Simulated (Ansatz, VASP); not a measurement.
# NiSb in VASP and in Ansatz

```
Sb Ni
1.0
     3.92800    0.00000    0.00000
    -1.96400    3.40175    0.00000
     0.00000    0.00000    5.12000
Sb Ni
2 2
Cartesian
  1.9640 1.1339 3.8400
  0.0000 2.2678 1.2800
  0.0000 0.0000 2.5600
  0.0000 0.0000 0.0000
```

Alike in both runs: functional r2SCAN; k mesh 8 × 8 × 5; occupations fermi-dirac, width 0.05 eV; collinear spin.

|  | VASP | Ansatz |
| --- | --- | --- |
| version | VASP 6.6.1 | Ansatz 0.2.0 |
| potentials or method | VASP PAW PBE potentials, release 64 (Sb, Ni) | Ansatz PAW |
| plane-wave cutoff (eV) | 520 | 500 |
| valence electrons in the cell | 30 | 66 |
| task | single point | band structure |

Ansatz gave:

```
gap on the k mesh at the Fermi level (eV)                     : none
pressure (GPa)                                                : 0.1
traceless stress, the component that is largest in VASP (GPa) : -0.16
net moment per atom (μB)                                      : 0.00
```

Task: Which values does VASP return?

Result: gap on the k mesh at the Fermi level (eV): none; pressure (GPa): 0.1; traceless stress, the component that is largest in VASP (GPa): -0.05; net moment per atom (μB): 0.00.

VASP's potentials were made for PBE, not for r2SCAN. A gap of «none» marks a metal or a gap that the smearing closes. VASP's potentials hold 30 valence electrons a cell and Ansatz's 66, so a difference there can come from the potentials and not from the codes.

Spin-orbit coupling is off throughout. Noted on Ansatz's run: the magnetic or orbital state may not be the lowest.
